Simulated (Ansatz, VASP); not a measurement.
**One calculation of Hg3Pt, two programs**

File INCAR:

```
SYSTEM = Hg3Pt
PREC = Accurate ; ENCUT = 500
EDIFF = 1E-6 ; ISMEAR = 1
SIGMA = 0.15 ; LREAL = .False.
LASPH = .True. ; NELM = 120
ALGO = Normal ; ISIF = 2
LWAVE = .False. ; LCHARG = .True.
GGA = RE ; LELF = .True.
LVHAR = .True. ; NBANDS = 31
GGA_COMPAT = .False.
```

File KPOINTS:

```
Automatic mesh
0
Gamma
  6 6 6
  0 0 0
```

POSCAR

```
Hg3Pt
1.0
    4.3442210000      0.0000000000      0.0000000000
    0.0000000000      4.3442210000      0.0000000000
    0.0000000000      0.0000000000      4.3442210000
Hg Pt
3 1
Direct
    0.0000000000      0.5000000000      0.5000000000
    0.5000000000      0.0000000000      0.5000000000
    0.5000000000      0.5000000000      0.0000000000
    0.0000000000      0.0000000000      0.0000000000
```

Input for Ansatz:

```yaml
crystal:
  lattice:
    bravais: cubic
    a: 4.344221
  space_group: 221
  atoms:
    - { symbol: Hg, position: [0.0, 0.5, 0.5] }
    - { symbol: Pt, position: [0.0, 0.0, 0.0] }
kpoints:
  mp_grid:
    grid: [6, 6, 6]
hamiltonian:
  xc: revpbe
  pseudopotentials:
    kind: paw
scf:
  occupations:
    method: methfessel_paxton
    width: 0.15
output:
  stress: true
```

Alike in both runs: task single point; functional revPBE; k mesh 6 × 6 × 6; occupations methfessel-paxton of order 1, width 0.15 eV; no spin polarisation.

|  | VASP | Ansatz |
| --- | --- | --- |
| version | VASP 6.6.1 | Ansatz 0.2.0 |
| potentials or method | VASP PAW PBE potentials, release 64 (Hg, Pt) | plane waves, PAW |
| plane-wave cutoff (eV) | 500 | 420 |
| valence electrons in the cell | 46 | 78 |

Ansatz gave:

```
pressure (GPa) : 0.9
```

Question: Estimate VASP's values.

Answer: Pressure (GPa): 1.4.

VASP's potentials were made for PBE, not for revPBE. With one functional, cell and mesh, what is left measures potentials, basis and numerics. VASP's potentials hold 46 valence electrons a cell and Ansatz's 78, so a difference there can come from the potentials and not from the codes.

Neither program's run includes spin-orbit coupling.
